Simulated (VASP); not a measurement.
# Te2Mo (P6_3/mmc) in VASP: a series of runs

Runs on Te2Mo. Level: PBE. Tasks: relaxation of cell and atoms.

All numbers are computed with VASP 6.6.1; they aren't measurements. Logs are shortened: lines on timing, memory, paths and dates and some standing lists are left out, and cuts for length are marked.

## (1) The cell of the first run

The structure is hexagonal, space group P6_3/mmc (No. 194). Conventional cell: a = 3.557 Å, b = 3.557 Å, c = 15.212 Å, α = 90.00°, β = 90.00°, γ = 120.00°. Within 3.7 Å of Te (site symmetry 3m) lie 3 Mo at 2.74 Å and 7 Te at 3.56 to 3.62 Å. Mo (site symmetry -6m2) has 6 Te at 2.74 Å and 6 Mo at 3.56 Å within 3.6 Å.

## (2) Relaxation of cell and atoms, PBE

File INCAR:

```
  PREC = Accurate
  ENCUT = 500
  EDIFF = 1E-7
  ISMEAR = 0
  SIGMA = 0.01
  LREAL = F
  LASPH = T
  NELM = 120
  ALGO = Normal
  ISIF = 3
  LWAVE = F
  LCHARG = F
  GGA = PE
  IBRION = 2
  NSW = 80
  EDIFFG = -0.001
  GGA_COMPAT = F
  NELMIN = 4
```

File KPOINTS:

```
regular mesh
0
Gamma
  12 12 2
```

File POSCAR:

```
Te2Mo
1.0
    3.5569773626      0.0000000000      0.0000000000
   -1.7784886813      3.0804327567      0.0000000000
    0.0000000000      0.0000000000     15.2117623033
Te Mo
4 2
Direct
    0.3333333333      0.6666666667      0.6311544454
    0.6666666667      0.3333333333      0.1311544454
    0.3333333333      0.6666666667      0.8688455546
    0.6666666667      0.3333333333      0.3688455546
    0.3333333333      0.6666666667      0.2500000000
    0.6666666667      0.3333333333      0.7500000000
```

Potentials or basis: VASP PAW PBE potentials, release 64 (Te, Mo_sv).

Launch:

```sh
cat potpaw_PBE.64/Te/POTCAR potpaw_PBE.64/Mo_sv/POTCAR > POTCAR
mpirun -np 1 vasp_std > vasp.out
```

OUTCAR:

```text
PREC = Accurate
   ENCUT = 500
   EDIFF = 1E-7
   ISMEAR = 0
   LREAL = F
   LASPH = T
   NELM = 120
   ISIF = 3
   GGA = PE
   IBRION = 2
   NSW = 80
   EDIFFG = -0.001
   NELMIN = 4

 ion  position               nearest neighbor table
   1  0.333  0.667  0.631-   6 2.74   6 2.74   6 2.74   3 3.62
   2  0.667  0.333  0.131-   5 2.74   5 2.74   5 2.74   4 3.62
   3  0.333  0.667  0.869-   6 2.74   6 2.74   6 2.74   1 3.62
   4  0.667  0.333  0.369-   5 2.74   5 2.74   5 2.74   2 3.62
   5  0.333  0.667  0.250-   2 2.74   4 2.74   2 2.74   4 2.74   2 2.74   4 2.74
   6  0.667  0.333  0.750-   1 2.74   3 2.74   1 2.74   3 2.74   1 2.74   3 2.74

  LATTYP: Found a hexagonal cell.
 ALAT       =     3.5569773626
 C/A-ratio  =     4.2765980080

  Lattice vectors:

 A1 = (   3.5569773626,   0.0000000000,   0.0000000000)
 A2 = (  -1.7784886813,   3.0804327567,   0.0000000000)
 A3 = (   0.0000000000,   0.0000000000,  15.2117623033)

Analysis of symmetry for initial positions (statically):
=====================================================================
 Subroutine PRICEL returns:
 Original cell was already a primitive cell.

 Routine SETGRP: Setting up the symmetry group for a
 hexagonal supercell.

 Subroutine GETGRP returns: Found 24 space group operations
 (whereof 12 operations were pure point group operations)
 out of a pool of 24 trial point group operations.

The static configuration has the point symmetry D_3d.
 The point group associated with its full space group is D_6h.

Analysis of symmetry for dynamics (positions and initial velocities):
=====================================================================
 Subroutine PRICEL returns:
 Original cell was already a primitive cell.

 Routine SETGRP: Setting up the symmetry group for a
 hexagonal supercell.

 Subroutine GETGRP returns: Found 24 space group operations
 (whereof 12 operations were pure point group operations)
 out of a pool of 24 trial point group operations.

The dynamic configuration has the point symmetry D_3d.
 The point group associated with its full space group is D_6h.

 Subroutine INISYM returns: Found 24 space group operations
 (whereof 12 operations are pure point group operations),
 and found     1 'primitive' translations

----------------------------------------------------------------------------------------

                                     Primitive cell

  volume of cell :     166.6757

  direct lattice vectors                    reciprocal lattice vectors
     3.556977363  0.000000000  0.000000000     0.281137578  0.162314856  0.000000000
    -1.778488681  3.080432757  0.000000000     0.000000000  0.324629712  0.000000000
     0.000000000  0.000000000 15.211762303     0.000000000  0.000000000  0.065738603

  length of vectors
     3.556977363  3.556977363 15.211762303     0.324629712  0.324629712  0.065738603

  position of ions in fractional coordinates (direct lattice)
     0.333333333  0.666666667  0.631154445
     0.666666667  0.333333333  0.131154445
     0.333333333  0.666666667  0.868845555
     0.666666667  0.333333333  0.368845555
     0.333333333  0.666666667  0.250000000
     0.666666667  0.333333333  0.750000000

  ion indices of the primitive-cell ions
   primitive index   ion index
                 1           1
                 2           2
                 3           3
                 4           4
                 5           5
                 6           6

----------------------------------------------------------------------------------------

 KPOINTS: regular mesh

Automatic generation of k-mesh.
 Grid dimensions read from file:
 generate k-points for:   12   12    2

 Generating k-lattice:

  Cartesian coordinates                     Fractional coordinates (reciprocal lattice)
     0.023428131  0.013526238  0.000000000     0.083333333  0.000000000  0.000000000
     0.000000000  0.027052476  0.000000000     0.000000000  0.083333333  0.000000000
     0.000000000  0.000000000  0.032869301     0.000000000  0.000000000  0.500000000

  Length of vectors
     0.027052476  0.027052476  0.032869301

  Shift w.r.t. Gamma in fractional coordinates (k-lattice)
     0.000000000  0.000000000  0.000000000

 Subroutine IBZKPT returns following result:
 ===========================================

 Found     38 irreducible k-points:

 Following reciprocal coordinates:
            Coordinates               Weight
  0.000000  0.000000  0.000000      1.000000
  0.083333  0.000000  0.000000      6.000000
  0.166667  0.000000  0.000000      6.000000
  0.250000  0.000000  0.000000      6.000000
  0.333333 -0.000000  0.000000      6.000000
  0.416667  0.000000  0.000000      6.000000
[... 16 lines left out ...]
  0.250000  0.000000  0.500000      6.000000
  0.333333 -0.000000  0.500000      6.000000
 [... further k-points ...]
   k-points           NKPTS =     38   k-points in BZ     NKDIM =     38   number of bands    NBANDS=     31
   number of dos      NEDOS =    301   number of ions     NIONS =      6
   total plane-waves  NPLWV =  87808
   dimension x,y,z NGX =    28 NGY =   28 NGZ =  112
   dimension x,y,z NGXF=    56 NGYF=   56 NGZF=  224
   ions per type =               4   2
   NGX,Y,Z   is equivalent  to a cutoff of  13.09, 13.09, 12.24 a.u.
   NGXF,Y,Z  is equivalent  to a cutoff of  26.17, 26.17, 24.48 a.u.
 SYSTEM =  unknown system
   PREC   = accura    normal or accurate (medium, high low for compatibility)
   ISTART =      0    job   : 0-new  1-cont  2-samecut
   ICHARG =      2    charge: 1-file 2-atom 10-const
   ISPIN  =      1    spin polarized calculation?
   LNONCOLLINEAR =      F non collinear calculations
   LSORBIT =      F    spin-orbit coupling
   LASPH  =      T    aspherical Exc in radial PAW
   ENCUT  =  500.0 eV  36.75 Ry    6.06 a.u.   6.49  6.49 27.73*2*pi/ulx,y,z
   NELM   =    120;   NELMIN=  4; NELMDL= -5     # of ELM steps
   EDIFF  = 0.1E-06   stopping-criterion for ELM
   LREAL  =      F    real-space projection
   EDIFFG = -.1E-02   stopping-criterion for IOM
   NSW    =     80    number of steps for IOM
   IBRION =      2    ionic relax: 0-MD 1-quasi-New 2-CG
   NFREE  =      1    steps in history (QN), initial steepest desc. (CG)
   ISIF   =      3    stress and relaxation
   ISYM   =      2    0-nonsym 1-usesym 2-fastsym
   POTIM  = 0.5000    time-step for ionic-motion
   TEBEG  =    0.0;   TEEND  =   0.0 temperature during run
   PSTRESS=    0.0 pullay stress
   NELECT =      52.0000    total number of electrons
   NUPDOWN=      -1.0000    fix difference up-down
   EMIN   =  10.00;   EMAX   =-10.00  energy-range for DOS
   EFERMI =   0.00;   METHOD = LEGACY
   ISMEAR =     0;   SIGMA  =   0.01  broadening in eV -4-tet -1-fermi 0-gaus
   EFERMI_NEDOS =   21; number of points for ismear=-14 and -15
   IALGO  =     38    algorithm
   IMIX   =      4    mixing-type and parameters
     AMIX     =   0.40;   BMIX     =  1.00
     AMIX_MAG =   1.60;   BMIX_MAG =  1.00
  volume/ion in A,a.u.               =      27.78       187.46
  Fermi-wavevector in a.u.,A,eV,Ry     =   1.110329  2.098218 16.773688  1.232831
  Thomas-Fermi vector in A             =   2.246880
   LORBIT       =      0    0 simple, 1 ext, 2 COOP (PROOUT), +10 PAW based schemes
   GGA     = PE    functional components
   LHFCALC =     F    Hartree Fock is set to
   AEXX    =    0.0000 exact exchange contribution
   IVDW    =     0    specifies the selected vdW correction
   LEPSILON=     F    determine dielectric tensor
   LRPA    =     F    only Hartree local field effects (RPA)
 conjugate gradient relaxation of ions
 non-spin polarized calculation
 Gauss-broadening in eV      SIGMA  =   0.01
  energy-cutoff  :      500.00
  volume of cell :      166.68
 maximum number of plane-waves:      4291
 NGX is ok and might be reduce to    28
   NGX = 13   NGY = 13   NGZ = 55

--------------------------------------- Ionic step        1  -------------------------------------------

 number of electron      51.9999998 magnetization

 Free energy of the ion-electron system (eV)
  ---------------------------------------------------
  ext. energy  EPLUGINS =         0.00000000
  ---------------------------------------------------
  free energy    TOTEN  =       -36.07508682 eV

  energy without entropy =      -36.07508682  energy(sigma->0) =      -36.07508682

------------------------ aborting loop because EDIFF is reached ----------------------------------------

  FORCE on cell =-STRESS in cart. coord.  units (eV):
  Direction    XX          YY          ZZ          XY          YZ          ZX
  --------------------------------------------------------------------------------------
  -------------------------------------------------------------------------------------
  Total       -0.0073555     -0.0073555      0.1252509     -0.0000000     -0.0000000      0.0000000
  in kB       -0.0707053     -0.0707053      1.2039795     -0.0000000     -0.0000000      0.0000000
  external PRESSURE =       0.3541897 kB  Pullay stress =       0.0000000 kB
[... 101 lines left out ...]
  FREE ENERGIE OF THE ION-ELECTRON SYSTEM (eV)
  ---------------------------------------------------
  free  energy   TOTEN  =       -36.0751265269 eV

  energy  without entropy=      -36.0751265269  energy(sigma->0) =      -36.07512653

[... ionic steps 4 to 29 ...]

--------------------------------------- Ionic step       30  -------------------------------------------

 number of electron      51.9999999 magnetization

------------------------ aborting loop because EDIFF is reached ----------------------------------------

  FORCE on cell =-STRESS in cart. coord.  units (eV):
  Direction    XX          YY          ZZ          XY          YZ          ZX
  --------------------------------------------------------------------------------------
  -------------------------------------------------------------------------------------
  Total        0.0036236      0.0036236      0.0216127      0.0000000      0.0000000      0.0000000
  in kB        0.0346193      0.0346193      0.2064818      0.0000000      0.0000000      0.0000000
  external PRESSURE =       0.0919068 kB  Pullay stress =       0.0000000 kB
[... 65 lines left out ...]
  energy  without entropy=      -36.0752246276  energy(sigma->0) =      -36.07522463

--------------------------------------- Ionic step       32  -------------------------------------------

 number of electron      51.9999999 magnetization

 Free energy of the ion-electron system (eV)
  ---------------------------------------------------
  ext. energy  EPLUGINS =         0.00000000
  ---------------------------------------------------
  free energy    TOTEN  =       -36.07522459 eV

  energy without entropy =      -36.07522459  energy(sigma->0) =      -36.07522459

 E-fermi :   6.8468     XC(G=0):  -9.7390

 val. band max:        6.6518857036   @ k =   0.3333   0.3333   0.0000
 cond. band min:       7.6658468332   @ k =   0.2500   0.1667   0.0000
 fundamental gap:      1.0139611296
 Fermi energy:         6.8467983760

 k-point     1 :       0.0000    0.0000    0.0000
  band No.  band energies     occupation
      1     -54.0810      2.00000
      2     -54.0810      2.00000
      3     -28.2263      2.00000
      4     -28.2263      2.00000
      5     -28.1229      2.00000
      6     -28.1229      2.00000
[... 805 lines left out ...]
     30       8.3293      0.00000
     31       9.3159      0.00000

 [... further k-points ...]
[... 5 lines left out ...]
  --------------------------------------------------------------------------------------
  -------------------------------------------------------------------------------------
  Total        0.0020434      0.0020434     -0.0009965      0.0000000      0.0000000      0.0000000
  in kB        0.0195226      0.0195226     -0.0095202      0.0000000      0.0000000      0.0000000
  external PRESSURE =       0.0098417 kB  Pullay stress =       0.0000000 kB
[... 21 lines left out ...]
  FREE ENERGIE OF THE ION-ELECTRON SYSTEM (eV)
  ---------------------------------------------------
  free  energy   TOTEN  =       -36.0752245943 eV

  energy  without entropy=      -36.0752245943  energy(sigma->0) =      -36.07522459

 reached required accuracy - stopping structural energy minimisation
```

Run time: 30 min. Hardware: 1 thread of AMD EPYC 9R45 (Zen 5), shared host; peak memory 0.37 GiB.

Results:

```
Free energy                           : -36.0752 eV
Relaxed volume                        : 27.95 Å³/atom
Relaxed cell                          : a = 3.556 Å, b = 3.556 Å, c = 15.317 Å, α = 90.00°, β = 90.00°, γ = 120.00°
Space group after relaxing (to 0.1 Å) : P6_3/mmc (No. 194)
Energy gained by relaxing             : 0.0 meV/atom
Ionic steps                           : 32
Pressure after relaxing               : 0.0 GPa
Band gap on the k mesh                : 1.01 eV (least direct gap 1.03 eV)
```

Step by step:
```
step  energy change (eV)  largest force (eV/Å)  pressure (GPa)  volume (Å³)
   1              0.0000                0.0129            0.04       166.68
   2              0.0000                0.0182           -0.09       166.82
   3              0.0000                0.0029           -0.03       166.75
   4              0.0000                0.0038           -0.02       166.75
   5              0.0000                0.0077           -0.04       166.77
   6              0.0000                0.0045           -0.03       166.76
   7             -0.0001                0.0043            0.00       166.68
   8             -0.0001                0.0044            0.00       166.68
   9             -0.0001                0.0043            0.00       166.69
  10             -0.0001                0.0042           -0.01       166.69
  11             -0.0001                0.0043            0.00       166.68
  12             -0.0001                0.0015            0.01       166.68
  13             -0.0001                0.0003            0.01       166.68
  14             -0.0001                0.0006            0.01       166.69
  15             -0.0001                0.0012            0.01       166.73
  16             -0.0001                0.0024           -0.01       166.81
  17             -0.0001                0.0047           -0.04       166.96
  18             -0.0001                0.0036           -0.02       166.89
  19             -0.0001                0.0035           -0.02       166.90
  20             -0.0001                0.0031           -0.02       166.91
  21             -0.0001                0.0024           -0.02       166.95
  22             -0.0001                0.0009           -0.02       167.01
  23             -0.0001                0.0021           -0.01       167.15
  24             -0.0001                0.0082            0.00       167.42
  25             -0.0001                0.0071            0.00       167.47
  26             -0.0001                0.0039           -0.01       167.64
  27             -0.0001                0.0025           -0.03       167.97
  28             -0.0001                0.0013           -0.02       167.78
  29             -0.0001                0.0023           -0.01       167.75
  30             -0.0001                0.0037            0.01       167.70
  31             -0.0001                0.0012            0.00       167.70
  32             -0.0001                0.0003            0.00       167.70
```

Final structure:
```yaml
crystal:
  lattice:
    - [3.55557, 0.00000, 0.00000]
    - [-1.77778, 3.07921, 0.00000]
    - [0.00000, 0.00000, 15.31726]
  atoms:
    - { symbol: Te, position: [0.33333, 0.66667, 0.63187] }
    - { symbol: Te, position: [0.66667, 0.33333, 0.13187] }
    - { symbol: Te, position: [0.33333, 0.66667, 0.86813] }
    - { symbol: Te, position: [0.66667, 0.33333, 0.36813] }
    - { symbol: Mo, position: [0.33333, 0.66667, 0.25000] }
    - { symbol: Mo, position: [0.66667, 0.33333, 0.75000] }
```

Caveat: spin-orbit coupling is left out, which moves the levels of the heavy elements; this functional lacks dispersion, which binds the layers, so the pressure and a relaxed spacing across them are unreliable.

(Continued in part 2 of 2.)
